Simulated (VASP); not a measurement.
LiCl:

```xyz
2
Lattice="0.0000 2.5560 2.5560 2.5560 0.0000 2.5560 2.5560 2.5560 0.0000" Properties=species:S:1:pos:R:3 pbc="T T T"
Li    0.0000    0.0000    0.0000
Cl    2.5560    2.5560    2.5560
```

Base run:

| Item | Value |
| --- | --- |
| Program | VASP 6.6.1 |
| Functional | r2SCAN |
| Potentials or basis | VASP PAW PBE potentials, release 64 (Li_sv, Cl) |
| Cutoff | 830 eV |
| k mesh | 6 × 6 × 6 |
| Occupations | gaussian, width 0.01 eV |
| Spin | no spin polarisation |

Its results: band gap on the k mesh 7.36 eV; pressure -0.5 GPa.

Task: The run is repeated on the same cell with these changes: functional from r2SCAN to PBE; cutoff from 830 eV to 750 eV; k mesh from 6 × 6 × 6 to 8 × 8 × 8. What comes out?

Result: Band gap on the k mesh 6.39 eV; pressure 0.7 GPa.

Several settings changed at once.

Caveats: the PAW data sets were made with another functional, which shifts forces and pressure a little (at least some runs).

A k mesh can miss the band edges.
